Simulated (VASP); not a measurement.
# Sc (P6_3/mmc) in VASP: a series of runs

Runs on Sc. Level: PBE. Tasks: single point.

Program: VASP 6.6.1. These are calculated values, not measurements. Logs are shortened: lines on timing, memory, paths and dates and some standing lists are left out, and cuts for length are marked.

## 1. The cell of the first run

Symmetry: P6_3/mmc, No. 194, hexagonal system. The conventional cell has a = 3.319 Å, b = 3.319 Å, c = 5.184 Å, α = 90.00°, β = 90.00°, γ = 120.00°. Within 4.2 Å of Sc (site symmetry -6m2) lie 12 Sc at 3.22 to 3.32 Å.

## 2. Single point, PBE

INCAR

```
PREC = Accurate
ENCUT = 520
EDIFF = 1E-7
ISMEAR = -1
SIGMA = 0.1
LREAL = F
LASPH = T
NELM = 60
ALGO = Normal
ISIF = 2
LWAVE = F
LCHARG = F
GGA = PE
NBANDS = 18
```

KPOINTS

```
Automatic mesh
0
Gamma
  2 2 1
```

POSCAR

```
Sc
1.0
    3.3193628924      0.0000000000      0.0000000000
   -1.6596814462      2.8746525892      0.0000000000
    0.0000000000      0.0000000000      5.1842605006
Sc
2
Direct
    0.3333333333      0.6666666667      0.2500000000
    0.6666666667      0.3333333333      0.7500000000
```

Potentials or basis: VASP PAW PBE potentials, release 64 (Sc_sv).

Started as:

```bash
cat potpaw_PBE.64/Sc_sv/POTCAR > POTCAR
mpirun -np 1 vasp_std > vasp.out
```

OUTCAR:

```text
PREC = Accurate
   ENCUT = 520
   EDIFF = 1E-7
   ISMEAR = -1
   LREAL = F
   LASPH = T
   NELM = 60
   ISIF = 2
   GGA = PE

 ion  position               nearest neighbor table
   1  0.333  0.667  0.250-   2 3.22   2 3.22   2 3.22   2 3.22   2 3.22   2 3.22
   2  0.667  0.333  0.750-   1 3.22   1 3.22   1 3.22   1 3.22   1 3.22   1 3.22

  LATTYP: Found a hexagonal cell.
 ALAT       =     3.3193628924
 C/A-ratio  =     1.5618239610

  Lattice vectors:

 A1 = (   3.3193628924,   0.0000000000,   0.0000000000)
 A2 = (  -1.6596814462,   2.8746525892,   0.0000000000)
 A3 = (   0.0000000000,   0.0000000000,   5.1842605006)

Analysis of symmetry for initial positions (statically):
=====================================================================
 Subroutine PRICEL returns:
 Original cell was already a primitive cell.

 Routine SETGRP: Setting up the symmetry group for a
 hexagonal supercell.

 Subroutine GETGRP returns: Found 24 space group operations
 (whereof 12 operations were pure point group operations)
 out of a pool of 24 trial point group operations.

The static configuration has the point symmetry D_3d.
 The point group associated with its full space group is D_6h.

Analysis of symmetry for dynamics (positions and initial velocities):
=====================================================================
 Subroutine PRICEL returns:
 Original cell was already a primitive cell.

 Routine SETGRP: Setting up the symmetry group for a
 hexagonal supercell.

 Subroutine GETGRP returns: Found 24 space group operations
 (whereof 12 operations were pure point group operations)
 out of a pool of 24 trial point group operations.

The dynamic configuration has the point symmetry D_3d.
 The point group associated with its full space group is D_6h.

 Subroutine INISYM returns: Found 24 space group operations
 (whereof 12 operations are pure point group operations),
 and found     1 'primitive' translations

----------------------------------------------------------------------------------------

                                     Primitive cell

  volume of cell :      49.4683

  direct lattice vectors                    reciprocal lattice vectors
     3.319362892  0.000000000  0.000000000     0.301262632  0.173934061  0.000000000
    -1.659681446  2.874652589  0.000000000     0.000000000  0.347868123  0.000000000
     0.000000000  0.000000000  5.184260501     0.000000000  0.000000000  0.192891542

  length of vectors
     3.319362892  3.319362892  5.184260501     0.347868123  0.347868123  0.192891542

  position of ions in fractional coordinates (direct lattice)
     0.333333333  0.666666667  0.250000000
     0.666666667  0.333333333  0.750000000

  ion indices of the primitive-cell ions
   primitive index   ion index
                 1           1
                 2           2

----------------------------------------------------------------------------------------

 KPOINTS: Automatic mesh

Automatic generation of k-mesh.
 Grid dimensions read from file:
 generate k-points for:    2    2    1

 Generating k-lattice:

  Cartesian coordinates                     Fractional coordinates (reciprocal lattice)
     0.150631316  0.086967031  0.000000000     0.500000000  0.000000000  0.000000000
     0.000000000  0.173934061  0.000000000     0.000000000  0.500000000  0.000000000
     0.000000000  0.000000000  0.192891542     0.000000000  0.000000000  1.000000000

  Length of vectors
     0.173934061  0.173934061  0.192891542

  Shift w.r.t. Gamma in fractional coordinates (k-lattice)
     0.000000000  0.000000000  0.000000000

 Subroutine IBZKPT returns following result:
 ===========================================

 Found      2 irreducible k-points:

 Following reciprocal coordinates:
            Coordinates               Weight
  0.000000  0.000000  0.000000      1.000000
  0.500000  0.000000  0.000000      3.000000
   k-points           NKPTS =      2   k-points in BZ     NKDIM =      2   number of bands    NBANDS=     18
   number of dos      NEDOS =    301   number of ions     NIONS =      2
   total plane-waves  NPLWV =  31360
   dimension x,y,z NGX =    28 NGY =   28 NGZ =   40
   dimension x,y,z NGXF=    56 NGYF=   56 NGZF=   80
   ions per type =               2
   NGX,Y,Z   is equivalent  to a cutoff of  14.02, 14.02, 12.83 a.u.
   NGXF,Y,Z  is equivalent  to a cutoff of  28.05, 28.05, 25.65 a.u.
 SYSTEM =  unknown system
   PREC   = accura    normal or accurate (medium, high low for compatibility)
   ISTART =      0    job   : 0-new  1-cont  2-samecut
   ICHARG =      2    charge: 1-file 2-atom 10-const
   ISPIN  =      1    spin polarized calculation?
   LNONCOLLINEAR =      F non collinear calculations
   LSORBIT =      F    spin-orbit coupling
   LASPH  =      T    aspherical Exc in radial PAW
   ENCUT  =  520.0 eV  38.22 Ry    6.18 a.u.   6.17  6.17  9.64*2*pi/ulx,y,z
   NELM   =     60;   NELMIN=  2; NELMDL= -5     # of ELM steps
   EDIFF  = 0.1E-06   stopping-criterion for ELM
   LREAL  =      F    real-space projection
   EDIFFG = 0.1E-05   stopping-criterion for IOM
   NSW    =      0    number of steps for IOM
   IBRION =     -1    ionic relax: 0-MD 1-quasi-New 2-CG
   NFREE  =      0    steps in history (QN), initial steepest desc. (CG)
   ISIF   =      2    stress and relaxation
   ISYM   =      2    0-nonsym 1-usesym 2-fastsym
   POTIM  = 0.5000    time-step for ionic-motion
   TEBEG  =    0.0;   TEEND  =   0.0 temperature during run
   PSTRESS=    0.0 pullay stress
   NELECT =      22.0000    total number of electrons
   NUPDOWN=      -1.0000    fix difference up-down
   EMIN   =  10.00;   EMAX   =-10.00  energy-range for DOS
   EFERMI =   0.00;   METHOD = LEGACY
   ISMEAR =    -1;   SIGMA  =   0.10  broadening in eV -4-tet -1-fermi 0-gaus
   EFERMI_NEDOS =   21; number of points for ismear=-14 and -15
   IALGO  =     38    algorithm
   IMIX   =      4    mixing-type and parameters
     AMIX     =   0.40;   BMIX     =  1.00
     AMIX_MAG =   1.60;   BMIX_MAG =  1.00
  volume/ion in A,a.u.               =      24.73       166.91
  Fermi-wavevector in a.u.,A,eV,Ry     =   1.249607  2.361415 21.245735  1.561517
  Thomas-Fermi vector in A             =   2.383640
   LORBIT       =      0    0 simple, 1 ext, 2 COOP (PROOUT), +10 PAW based schemes
   GGA     = PE    functional components
   LHFCALC =     F    Hartree Fock is set to
   AEXX    =    0.0000 exact exchange contribution
   IVDW    =     0    specifies the selected vdW correction
   LEPSILON=     F    determine dielectric tensor
   LRPA    =     F    only Hartree local field effects (RPA)
 non-spin polarized calculation
  energy-cutoff  :      520.00
  volume of cell :       49.47
 maximum number of plane-waves:      1344
 NGX is ok and might be reduce to    28
   NGX = 13   NGY = 13   NGZ = 19

 number of electron      21.9999995 magnetization

 Free energy of the ion-electron system (eV)
  ---------------------------------------------------
  ext. energy  EPLUGINS =         0.00000000
  ---------------------------------------------------
  free energy    TOTEN  =       -13.29722482 eV

  energy without entropy =      -13.15951658  energy(sigma->0) =      -13.22837070

 E-fermi :   3.2870     XC(G=0):  -9.8411

 val. band max:        3.0138642519   @ k =   0.5000   0.0000   0.0000
 cond. band min:       3.3288720810   @ k =   0.5000   0.0000   0.0000
 fundamental gap:      0.3150078291
 Fermi energy:         3.2869570050

 k-point     1 :       0.0000    0.0000    0.0000
  band No.  band energies     occupation
      1     -45.6587      2.00000
      2     -45.5887      2.00000
      3     -24.5553      2.00000
      4     -24.1247      2.00000
      5     -24.1240      2.00000
      6     -24.1240      2.00000
      7     -24.0583      2.00000
      8     -24.0583      2.00000
      9      -1.4549      2.00000
     10       2.0551      1.99999
     11       4.2347      0.00015
     12       5.3509      0.00000
     13       5.3509      0.00000
     14       5.5187      0.00000
     15       5.8001      0.00000
     16       5.8001      0.00000
     17       6.0165      0.00000
     18       6.0165      0.00000

 k-point     2 :       0.5000    0.0000    0.0000
  band No.  band energies     occupation
      1     -45.6030      2.00000
      2     -45.5801      2.00000
      3     -24.3864      2.00000
      4     -24.3740      2.00000
      5     -24.3116      2.00000
      6     -24.2348      2.00000
      7     -24.2062      2.00000
      8     -24.0974      2.00000
      9       2.0575      1.99999
     10       2.6768      1.99553
     11       3.0139      1.87765
     12       3.3289      0.79344
     13       4.9615      0.00000
     14       5.0419      0.00000
     15       5.5758      0.00000
     16       7.5102      0.00000
     17       7.7192      0.00000
     18       7.7377      0.00000

------------------------ aborting loop because EDIFF is reached ----------------------------------------

  FORCE on cell =-STRESS in cart. coord.  units (eV):
  Direction    XX          YY          ZZ          XY          YZ          ZX
  --------------------------------------------------------------------------------------
  -------------------------------------------------------------------------------------
  Total       -1.6384364     -1.6384364     -3.8398794      0.0000000      0.0000000      0.0000000
  in kB      -53.0656204    -53.0656204   -124.3658823      0.0000000      0.0000000      0.0000000
  external PRESSURE =     -76.8323743 kB  Pullay stress =       0.0000000 kB

 VOLUME and BASIS-vectors are now :
 -----------------------------------------------------------------------------
  energy-cutoff  :      520.00
  volume of cell :       49.47
      direct lattice vectors                 reciprocal lattice vectors
     3.319362892  0.000000000  0.000000000     0.301262632  0.173934061  0.000000000
    -1.659681446  2.874652589  0.000000000     0.000000000  0.347868123  0.000000000
     0.000000000  0.000000000  5.184260501     0.000000000  0.000000000  0.192891542

 POSITION                                       TOTAL-FORCE (eV/Angst)
 -----------------------------------------------------------------------------------
     -0.00000      1.91644      1.29607         0.000000     -0.000000      0.000000
      1.65968      0.95822      3.88820        -0.000000      0.000000      0.000000
 -----------------------------------------------------------------------------------
    total drift:                               -0.000000      0.000000     -0.000000

  FREE ENERGIE OF THE ION-ELECTRON SYSTEM (eV)
  ---------------------------------------------------
  free  energy   TOTEN  =       -13.2972248239 eV

  energy  without entropy=      -13.1595165831  energy(sigma->0) =      -13.22837070
```

It took 13 s on 1 thread of Intel Xeon 8259CL, shared host; peak memory 0.16 GiB.

What came out:

* Free energy: -13.2972 eV
* Pressure: -7.7 GPa
* Band gap on the k mesh: zero (bands 11 and 12 overlap by 0.91 eV)

Stress tensor (GPa, compression positive):
```
 -5.31   0.00   0.00
  0.00  -5.31   0.00
  0.00   0.00 -12.44
```

Levels at points of the mesh, in eV from the Fermi level:
```tsv
k point	band 8	band 9	band 10	band 11	band 12	band 13
(0.00, 0.00, 0.00)	-27.35	-4.74	-1.23	0.95	2.06	2.06
(0.50, 0.00, 0.00)	-27.38	-1.23	-0.61	-0.27	0.04	1.67
```

Caveat: the k points lie up to 1.21 Å⁻¹ apart, too coarse for converged energies and pressures of a metal.

## 3. Single point, PBE

INCAR

```
SYSTEM = Sc
ALGO = Normal ; EDIFF = 1E-7
ENCUT = 520 ; GGA = PE
ISIF = 2 ; ISMEAR = -1
LASPH = .TRUE. ; LCHARG = .TRUE.
LELF = .TRUE. ; LREAL = .FALSE.
LVHAR = .TRUE. ; LWAVE = .FALSE.
NBANDS = 18 ; NELM = 100
PREC = Accurate ; SIGMA = 0.1
```

KPOINTS

```
k-points
0
G
  3 3 2
  0 0 0
```

POSCAR is that of step 2.

Potentials or basis: VASP PAW PBE potentials, release 64 (Sc_sv).

Started as:

```bash
cat potpaw_PBE.64/Sc_sv/POTCAR > POTCAR
mpirun -np 1 vasp_std > vasp.out
```

Run time: 18 s. Hardware: 1 thread of Intel Xeon 8259CL, shared host; peak memory 0.17 GiB.

The run converged. Its results:

| Item | Value |
| --- | --- |
| Free energy | -12.4268 eV |
| Pressure | -0.4 GPa |
| Band gap on the k mesh | zero (bands 11 and 12 overlap by 1.45 eV) |

Stress tensor (GPa, compression positive):
```
-0.20  0.00  0.00
 0.00 -0.20  0.00
 0.00  0.00 -0.86
```

Levels at points of the mesh, in eV from the Fermi level:
| k point | band 6 | band 7 | band 8 | band 9 | band 10 | band 11 | band 12 | band 13 | band 14 | band 15 |
| --- | --- | --- | --- | --- | --- | --- | --- | --- | --- | --- |
| (0.00, 0.00, 0.00) | -27.84 | -27.84 | -27.78 | -5.17 | -1.68 | 0.55 | 1.56 | 1.56 | 1.84 | 2.01 |
| (0.00, 0.00, 0.50) | -27.88 | -27.88 | -27.88 | -3.64 | -3.64 | 0.96 | 0.96 | 1.48 | 1.48 | 1.48 |

Caveat: the k points lie up to 0.73 Å⁻¹ apart, too coarse for converged energies and pressures of a metal.

## 4. Single point, PBE

INCAR

```
SYSTEM = Sc
PREC     = Accurate       ! precision mode
ENCUT    = 520            ! plane-wave cutoff, eV
EDIFF    = 1E-7           ! SCF threshold, eV
ISMEAR   = -1             ! smearing method
SIGMA    = 0.1            ! smearing width, eV
LREAL    = .FALSE.        ! projectors in reciprocal space
LASPH    = .TRUE.         ! aspherical terms in the spheres
NELM     = 80             ! most SCF steps
ALGO     = Normal         ! electronic algorithm
ISIF     = 2              ! what is computed and relaxed
LWAVE    = .FALSE.        ! write WAVECAR
LCHARG   = .FALSE.        ! write CHGCAR
GGA      = PE             ! functional
NBANDS   = 18             ! bands
```

KPOINTS

```
Automatic mesh
0
G
  4 4 2
  0 0 0
```

POSCAR is that of step 3.

Started as:

```bash
cat potpaw_PBE.64/Sc_sv/POTCAR > POTCAR
mpirun -np 1 vasp_std > vasp.out
```

Run time: 19 s. Hardware: 1 thread of Intel Xeon 8259CL, shared host; peak memory 0.17 GiB.

Results (log left out):

```
Free energy            : -12.5742 eV
Pressure               : 0.3 GPa
Band gap on the k mesh : zero (bands 11 and 12 overlap by 1.33 eV)
```

Stress tensor (GPa, compression positive):
```
-0.17  0.00  0.00
 0.00 -0.17  0.00
 0.00  0.00  1.32
```

Levels at points of the mesh, in eV from the Fermi level:
| k point | band 8 | band 9 | band 10 | band 11 | band 12 | band 13 |
| --- | --- | --- | --- | --- | --- | --- |
| (0.00, 0.00, 0.00) | -27.93 | -5.19 | -1.71 | 0.51 | 1.50 | 1.50 |
| (0.50, 0.00, 0.00) | -27.99 | -1.69 | -1.13 | -0.75 | -0.42 | 1.20 |
| (0.00, 0.00, 0.50) | -27.98 | -3.66 | -3.66 | 0.88 | 0.88 | 1.42 |
| (0.50, 0.00, 0.50) | -28.03 | -1.54 | -1.54 | -0.02 | -0.02 | 1.19 |

Caveat: the k points lie up to 0.61 Å⁻¹ apart, too coarse for converged energies and pressures of a metal.

## 5. Overview

| k mesh | gap on the mesh (eV) | pressure (GPa) |
| --- | --- | --- |
| 2 × 2 × 1 | none | -7.7 |
| 3 × 3 × 2 | none | -0.4 |
| 4 × 4 × 2 | none | 0.3 |

Alike in all rows: task single point; level PBE; potentials or basis VASP PAW PBE potentials, release 64 (Sc_sv); no spin polarisation; cell as given; cutoff (eV) 520; smearing fermi-dirac 0.1 eV.

Caveats: all runs use coarse meshes.

Total energies depend on the potentials used, so only differences within one code and one set of settings carry meaning.
